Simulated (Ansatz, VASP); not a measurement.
# SrO in VASP and in Ansatz

```
Sr O
1.0
     0.00642    2.56980    2.56980
     2.57622    0.00000    2.57622
     2.56980    2.56980    0.00642
Sr O
1 1
Cartesian
  0.0000 0.0000 0.0000
  2.5762 2.5698 2.5762
```

Change from the starting cell: strain +0.0050 x Voigt [0, 0, 0, 0, 1, 0], atoms carried along.

Alike in both runs: task single point; functional r2SCAN; k mesh 8 × 8 × 8; occupations gaussian, width 0.05 eV; no spin polarisation.

|  | VASP | Ansatz |
| --- | --- | --- |
| version | VASP 6.6.1 | Ansatz 0.2.0 |
| potentials or method | VASP PAW PBE potentials, release 64 (Sr_sv, O), cutoff 520 eV | scalar-relativistic, plane waves, PAW |
| valence electrons in the cell | 16 | 16 |

|  | VASP | Ansatz | Ansatz less VASP |
| --- | --- | --- | --- |
| gap on the k mesh at the Fermi level (eV) | 3.74 | 3.79 | +0.053 |
| least direct gap on the mesh (eV) | 3.82 | 3.86 | +0.041 |
| pressure (GPa) | 1.7 | 1.1 | -0.55 |
| traceless stress, the component that is largest in VASP (GPa) | -0.28 | -0.28 | 0.000 |

VASP's potentials were made for PBE, not for r2SCAN.
